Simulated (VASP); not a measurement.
A run of VASP 6.6.1:

Contents of INCAR:

```
SYSTEM = Mg2NCl
PREC = Accurate
ENCUT = 520
EDIFF = 1E-6
ISMEAR = -1
SIGMA = 0.3
LREAL = .FALSE.
LASPH = .TRUE.
NELM = 80
ALGO = Normal
ISIF = 2
LWAVE = .FALSE.
LCHARG = .FALSE.
GGA = PS
IVDW = 12
NBANDS = 16
```

The input KPOINTS:

```
Automatic mesh
0
G
  7 7 7
  0 0 0
```

Contents of POSCAR:

```
Mg2NCl
1.0
    1.6606670000      0.9587860000      6.0029770000
   -1.6606670000      0.9587860000      6.0029770000
    0.0000000000     -1.9175730000      6.0029770000
Mg N Cl
2 1 1
Direct
    0.2228150000      0.2228150000      0.2228150000
    0.7771850000      0.7771850000      0.7771850000
    0.5000000000      0.5000000000      0.5000000000
    0.0000000000      0.0000000000      0.0000000000
```

Potentials or basis: VASP PAW PBE potentials, release 64 (Mg, N, Cl).

The run is started by

```bash
$ cat potpaw_PBE.64/Mg/POTCAR potpaw_PBE.64/N/POTCAR potpaw_PBE.64/Cl/POTCAR > POTCAR
$ mpirun -np 1 vasp_std > vasp.out
```

Hardware: 1 thread of AMD EPYC 7R13 Processor (Zen 3), on a shared host.

Task: How long does it take, and how much memory?

Result: It took 110 s on 1 thread of AMD EPYC 7R13 Processor (Zen 3) (shared host), peak memory 0.31 GiB. Counts: scf iterations 14, k points 44.
